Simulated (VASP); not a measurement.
Wanted: the native input for a VASP 6.6.1 run.

* Task: single point
* Functional: PBEsol
* Potentials or basis: VASP PAW PBE potentials, release 64 (Te, As)
* Cutoff: 520 eV
* k mesh: 16 × 16 × 16
* Occupations: gaussian, width 0.15 eV
* Spin: no spin polarisation
* Dipole correction: no
* Further INCAR settings: ALGO = Normal; EDIFF = 1e-07; NBANDS = 12

The structure of TeAs lies in POSCAR:

```
TeAs
1.0
    0.0000000000      2.9676670000      2.9676670000
    2.9676670000      0.0000000000      2.9676670000
    2.9676670000      2.9676670000      0.0000000000
Te As
1 1
Direct
    0.5000000000      0.5000000000      0.5000000000
    0.0000000000      0.0000000000      0.0000000000
```

One way to write it, as run:

INCAR

```
SYSTEM = TeAs
  PREC = Accurate
  ENCUT = 520
  EDIFF = 1E-7
  ISMEAR = 0
  SIGMA = 0.15
  LREAL = .FALSE.
  LASPH = .TRUE.
  NELM = 80
  ALGO = Normal
  ISIF = 2
  LWAVE = .FALSE.
  LCHARG = .TRUE.
  GGA = PS
  LELF = .TRUE.
  LVHAR = .TRUE.
  NBANDS = 12
```

KPOINTS

```
regular mesh
0
G
  16 16 16
  0 0 0
```

Potentials or basis: VASP PAW PBE potentials, release 64 (Te, As).

Command:

```bash
$ cat potpaw_PBE.64/Te/POTCAR potpaw_PBE.64/As/POTCAR > POTCAR
$ mpirun -np 1 vasp_std > vasp.out
```

It gave:

| Quantity | Value |
| --- | --- |
| Pressure | -2.8 GPa |

Caveat: the PAW data sets were made with another functional, which shifts forces and pressure a little.

It took 100 s on 1 thread of Intel Xeon 8259CL, on a shared host, peak memory 0.25 GiB.
